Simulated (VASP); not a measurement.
# CaBr (P-6m2) in VASP: notebook, part 2 of 2

VASP 6.6.1. Earlier steps stand in the parts before.

## 6. Relaxation of cell and atoms, PBE

This run uses another cell than the first one, of 28.84 Å³/atom.

Contents of INCAR:

```
PREC     = Accurate       # precision mode
ENCUT    = 600            # plane-wave cutoff, eV
EDIFF    = 1E-6           # SCF threshold, eV
ISMEAR   = -1             # smearing method
SIGMA    = 0.05           # smearing width, eV
LREAL    = F              # projectors in reciprocal space
LASPH    = T              # aspherical terms in the spheres
NELM     = 80             # most SCF steps
ALGO     = Normal         # electronic algorithm
ISIF     = 3              # what is computed and relaxed
LWAVE    = F              # write WAVECAR
LCHARG   = F              # write CHGCAR
GGA      = PE             # functional
IBRION   = 2              # ionic algorithm
NSW      = 60             # ionic steps
EDIFFG   = -0.01          # ionic threshold
```

Contents of KPOINTS:

```
Automatic mesh
0
Gamma
  8 8 6
```

Contents of POSCAR:

```
CaBr
1.0
    3.9170223818      0.0000000000      0.0000000000
   -1.9585111909      3.3922408898      0.0000000000
    0.0000000000      0.0000000000      4.3410340000
Br Ca
1 1
Direct
    0.3333333333      0.6666666667      0.5000000000
    0.0000000000      0.0000000000      0.0000000000
```

Potentials or basis: VASP PAW PBE potentials, release 64 (Br, Ca_sv).

The run is started by

```bash
cat potpaw_PBE.64/Br/POTCAR potpaw_PBE.64/Ca_sv/POTCAR > POTCAR
mpirun -np 1 vasp_std > vasp.out
```

OUTCAR:

```text
PREC = Accurate
   ENCUT = 600
   EDIFF = 1E-6
   ISMEAR = -1
   LREAL = F
   LASPH = T
   NELM = 80
   ISIF = 3
   GGA = PE
   IBRION = 2
   NSW = 60
   EDIFFG = -0.01

 ion  position               nearest neighbor table
   1  0.333  0.667  0.500-
   2  0.000  0.000  0.000-

  LATTYP: Found a hexagonal cell.
 ALAT       =     3.9170223818
 C/A-ratio  =     1.1082484543

  Lattice vectors:

 A1 = (   3.9170223818,   0.0000000000,   0.0000000000)
 A2 = (  -1.9585111909,   3.3922408898,   0.0000000000)
 A3 = (   0.0000000000,   0.0000000000,   4.3410340000)

Analysis of symmetry for initial positions (statically):
=====================================================================
 Subroutine PRICEL returns:
 Original cell was already a primitive cell.

[... 408 lines left out ...]
      4     -18.7944      2.00000
      5     -13.0072      2.00000
      6      -0.9784      2.00000
      7       0.0164      2.00000
      8       0.0164      2.00000
      9       2.7148      2.00000
     10       5.1264      0.00004
     11       6.8550      0.00000
     12       6.8550      0.00000
[... 331 lines left out ...]
 k-point    24 :       0.3750   -0.0000    0.3333
  band No.  band energies     occupation
      1     -37.8391      2.00000
      2     -18.9282      2.00000
      3     -18.8907      2.00000
      4     -18.8148      2.00000
      5     -12.6731      2.00000
      6      -1.8191      2.00000
      7      -1.5142      2.00000
      8      -0.3947      2.00000
      9       4.4606      1.84995
     10       6.1373      0.00000
     11       6.9268      0.00000
     12       7.3586      0.00000

 [... further k-points ...]

------------------------ aborting loop because EDIFF is reached ----------------------------------------

  FORCE on cell =-STRESS in cart. coord.  units (eV):
  Direction    XX          YY          ZZ          XY          YZ          ZX
  --------------------------------------------------------------------------------------
  -------------------------------------------------------------------------------------
  Total       -0.0199797     -0.0199797      0.0093680      0.0000000      0.0000000      0.0000000
  in kB       -0.5481576     -0.5481576      0.2570171      0.0000000      0.0000000      0.0000000
  external PRESSURE =      -0.2797660 kB  Pullay stress =       0.0000000 kB
[... 17 lines left out ...]
  FREE ENERGIE OF THE ION-ELECTRON SYSTEM (eV)
  ---------------------------------------------------
  free  energy   TOTEN  =        -6.0463863011 eV

  energy  without entropy=       -6.0197310445  energy(sigma->0) =       -6.03305867

 reached required accuracy - stopping structural energy minimisation
```

OSZICAR:

```text
N       E                     dE             d eps       ncg     rms          rms(c)
DAV:   1     0.133100544062E+03    0.13310E+03   -0.83589E+03   960   0.139E+03
DAV:   2     0.190694742957E+01   -0.13119E+03   -0.12606E+03  1072   0.311E+02
DAV:   3    -0.562543489365E+01   -0.75324E+01   -0.74278E+01  1296   0.700E+01
DAV:   4    -0.607558355949E+01   -0.45015E+00   -0.44793E+00  1752   0.144E+01
[... 43 lines left out ...]
       N       E                     dE             d eps       ncg     rms          rms(c)
DAV:   1    -0.604639577617E+01   -0.11353E-04   -0.25677E-04  1036   0.167E-01    0.169E-02
DAV:   2    -0.604638798007E+01    0.77961E-05   -0.18280E-05  1180   0.402E-02    0.873E-03
DAV:   3    -0.604638600737E+01    0.19727E-05   -0.10022E-05  1568   0.259E-02    0.312E-03
DAV:   4    -0.604638630113E+01   -0.29376E-06   -0.36626E-07   540   0.552E-03
   7 F= -.60463863E+01 E0= -.60330587E+01  d E =-.699963E-03
```

CONTCAR:

```text
CaBr
   1.00000000000000
     3.9270619515736409    0.0000000000000000    0.0000000000000000
    -1.9635309757868205    3.4009354122668012   -0.0000000000000000
     0.0000000000000000    0.0000000000000000    4.3724750272838921
  Br              Ca
     1     1
Direct
     0.3333333332999970    0.6666666667000030    0.5000000000000000
     0.0000000000000000    0.0000000000000000    0.0000000000000000

  0.00000000E+00  0.00000000E+00  0.00000000E+00
  0.00000000E+00  0.00000000E+00  0.00000000E+00
```

Wall time 42 s (1 thread of Intel Xeon 6975P-C (Granite Rapids), shared host); peak memory 0.21 GiB.

What came out:

* Free energy: -6.0464 eV
* Relaxed volume: 29.20 Å³/atom
* Relaxed cell: a = 3.927 Å, b = 3.927 Å, c = 4.372 Å, α = 90.00°, β = 90.00°, γ = 120.00°
* Space group after relaxing (to 0.1 Å): P-6m2 (No. 187)
* Energy gained by relaxing: 0.3 meV/atom
* Ionic steps: 7
* Pressure after relaxing: 0.0 GPa
* Band gap on the k mesh: zero (an odd number of electrons rules out a gap without spin polarisation)

Stress tensor (GPa, compression positive):
```
-0.05  0.00  0.00
 0.00 -0.05  0.00
 0.00  0.00  0.03
```

Step by step:
```csv
step,energy change (eV),largest force (eV/Å),pressure (GPa),volume (Å³)
1,0.0000,0.0000,0.25,57.68
2,-0.0005,0.0000,0.10,58.05
3,-0.0007,0.0000,0.01,58.31
4,-0.0007,0.0000,-0.01,58.38
5,-0.0007,0.0000,-0.04,58.45
6,-0.0007,0.0000,-0.04,58.41
7,-0.0007,0.0000,-0.03,58.40
```

Final structure:
```
Br Ca
1.0
     3.92706    0.00000    0.00000
    -1.96353    3.40094    0.00000
     0.00000    0.00000    4.37248
Br Ca
1 1
Direct
  0.33333 0.66667 0.50000
  0.00000 0.00000 0.00000
```

Levels at points of the mesh, in eV from the Fermi level:
```
           k point  band 7  band 8  band 9  band 10  band 11  band 12
(0.00, 0.00, 0.00)   -4.57   -4.57   -1.87     0.54     2.27     2.27
(0.50, 0.00, 0.00)   -5.50   -4.95   -0.10     1.14     2.27     2.36
(0.00, 0.00, 0.50)   -4.50   -4.50    0.90     1.62     1.62     2.02
(0.50, 0.00, 0.50)   -6.21   -5.09   -0.34     1.71     2.70     3.47
```

Caveat: an odd number of electrons without spin polarisation forces a metal; a magnetic or distorted state may lie lower.

## 7. The runs side by side

```csv
task,cell,cutoff (eV),gap on the mesh (eV),pressure (GPa)
single point,"a = 3.618, b = 3.618, c = 4.007 Å, angles 90.0, 90.0, 120.0°, 2 atoms",520,none,10.2
single point,"a = 3.728, b = 3.728, c = 4.140 Å, angles 90.0, 90.0, 120.0°, 2 atoms",520,none,5.1
single point,"a = 3.826, b = 3.826, c = 4.257 Å, angles 90.0, 90.0, 120.0°, 2 atoms",520,none,2.1
single point,"a = 3.919, b = 3.919, c = 4.369 Å, angles 90.0, 90.0, 120.0°, 2 atoms",520,none,0.1
relaxation of cell and atoms,"relaxed from a = 3.917, b = 3.917, c = 4.341 Å, angles 90.0, 90.0, 120.0°, 2 atoms",600,none,0.0
```

Alike in all rows: level PBE; potentials or basis VASP PAW PBE potentials, release 64 (Br, Ca_sv); no spin polarisation; k mesh 8 × 8 × 6; smearing fermi-dirac 0.05 eV.

Caveats: an odd number of electrons without spin polarisation forces a metal; a magnetic or distorted state may lie lower; the cell stands under pressure (at least some runs).

Absolute energies hang on the potentials; compare differences alone.
